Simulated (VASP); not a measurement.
Bi, 3 atoms in the cell. The structure is hexagonal, space group P6/mmm (No. 191). Conventional cell: a = 5.701 Å, b = 5.701 Å, c = 3.367 Å, α = 90.00°, β = 90.00°, γ = 120.00°. Within 4.4 Å of Bi (site symmetry 6/mmm) lie 14 Bi at 3.37 to 3.70 Å. Bi (site symmetry -6m2) has 11 Bi at 3.29 to 3.70 Å within 4.3 Å. This isn't the form of Bi at room conditions, which is rhombohedral.

* Program: VASP 6.6.1
* Task: single point
* Functional: PBEsol
* Potentials or basis: VASP PAW PBE potentials, release 64 (Bi_d)
* Cutoff: 520 eV
* k mesh: 7 × 7 × 11
* Occupations: fermi-dirac, width 0.1 eV
* Spin: no spin polarisation
* Dipole correction: no
* Further INCAR settings: ALGO = Normal; EDIFF = 1e-06; NBANDS = 30

Potentials or basis: VASP PAW PBE potentials, release 64 (Bi_d).

Launch:

```console
$ cat potpaw_PBE.64/Bi_d/POTCAR > POTCAR
$ mpirun -np 1 vasp_std > vasp.out
```

Hardware: 1 thread of Intel(R) Xeon(R) 6975P-C (Granite Rapids), with other jobs on the host.

**Question.** Estimate the wall time of this run.

**Answer.** Run time: 38 s on 1 thread of Intel(R) Xeon(R) 6975P-C (Granite Rapids), on a shared host, peak memory 0.26 GiB. Counts: scf iterations 10, k points 48.
